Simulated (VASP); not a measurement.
LuSc2N3:

```
Lu Sc N
1.0
     4.14170    0.00000    0.00000
    -2.07085    3.58681    0.00000
     0.00000    0.00000    6.88245
Lu Sc N
1 2 3
Direct
  0.00000 0.00000 0.38593
  0.33333 0.66667 0.27952
  0.66667 0.33333 0.27952
  0.33333 0.66667 0.55638
  0.66667 0.33333 0.55638
  0.00000 0.00000 0.98555
```

The cell was generated, and may not be a known phase.

```yaml
Program: VASP 6.6.1
Task: relaxation of cell and atoms
Functional: PBE
Potentials_or_basis: VASP PAW PBE potentials, release 64 (Lu, Sc_sv, N)
Cutoff: 600 eV
k_mesh: 6 × 6 × 4
Occupations: gaussian, width 0.1 eV
Spin: no spin polarisation
```

At the start: pressure 21.5 GPa; volume 17.04 Å³/atom.

Where does the relaxation end?

Over 28 steps the energy falls by 3093.4 meV/atom and the volume is 13.03 Å³/atom (-23.5 %); space group P6mm (No. 183, to 0.1 Å) before, P6/mmm (No. 191, to 0.1 Å).

The path:
| step | energy change (eV) | largest force (eV/Å) | pressure (GPa) | volume (Å³) |
| --- | --- | --- | --- | --- |
| 1 | 0.0000 | 5.9922 | 21.53 | 102.24 |
| 2 | -8.6104 | 4.3352 | -8.20 | 137.50 |
| 3 | -9.0239 | 3.7891 | -13.12 | 149.25 |
| 4 | -10.3883 | 12.7935 | 9.07 | 125.52 |
| 5 | -11.8856 | 3.6773 | -6.07 | 134.57 |
| 6 | -11.9125 | 4.2734 | -5.13 | 133.68 |
| 7 | -14.7420 | 5.5085 | -5.46 | 112.03 |
| 8 | -14.3655 | 18.6059 | 22.37 | 82.94 |
| 9 | -15.4276 | 9.5104 | 2.73 | 98.21 |
| 10 | -16.8847 | 5.7817 | -3.18 | 93.17 |
| 11 | -17.7942 | 3.5110 | -4.78 | 86.61 |
| 12 | -17.8388 | 2.8594 | -3.56 | 84.75 |
| 13 | -17.8395 | 2.9541 | -3.83 | 85.01 |
| 14 | -17.9771 | 2.4882 | -3.35 | 84.43 |
| 15 | -18.2811 | 1.1159 | -1.54 | 82.70 |
| 16 | -18.3397 | 2.4557 | 3.66 | 79.31 |
| 17 | -18.4105 | 1.5201 | 1.14 | 80.78 |
| 18 | -18.5196 | 0.3244 | -1.28 | 80.61 |
| 19 | -18.5291 | 0.2814 | -2.15 | 80.53 |
| 20 | -18.5441 | 0.2369 | -0.87 | 79.51 |
| 21 | -18.5505 | 0.3137 | 0.90 | 78.23 |
| 22 | -18.5587 | 0.1018 | 0.43 | 77.89 |
| 23 | -18.5590 | 0.1015 | 0.27 | 77.81 |
| 24 | -18.5597 | 0.0614 | 0.15 | 77.98 |
| 25 | -18.5600 | 0.0658 | 0.02 | 78.09 |
| 26 | -18.5599 | 0.0731 | -0.33 | 78.30 |
| 27 | -18.5600 | 0.0694 | -0.19 | 78.19 |
| 28 | -18.5602 | 0.0113 | -0.09 | 78.17 |

Final structure:
```yaml
crystal:
  lattice:
    - [4.57505, 0.00000, 0.00000]
    - [-2.28752, 3.96211, 0.00000]
    - [0.00000, 0.00000, 4.31231]
  atoms:
    - { symbol: Lu, position: [0.00000, 0.00000, 0.59064] }
    - { symbol: Sc, position: [0.33333, 0.66667, 0.09067] }
    - { symbol: Sc, position: [0.66667, 0.33333, 0.09067] }
    - { symbol: N, position: [0.33333, 0.66667, 0.59036] }
    - { symbol: N, position: [0.66667, 0.33333, 0.59036] }
    - { symbol: N, position: [0.00000, 0.00000, 0.09057] }
```

Caveat: the volume moved by over 15 % at a fixed basis, so the end points are rough.
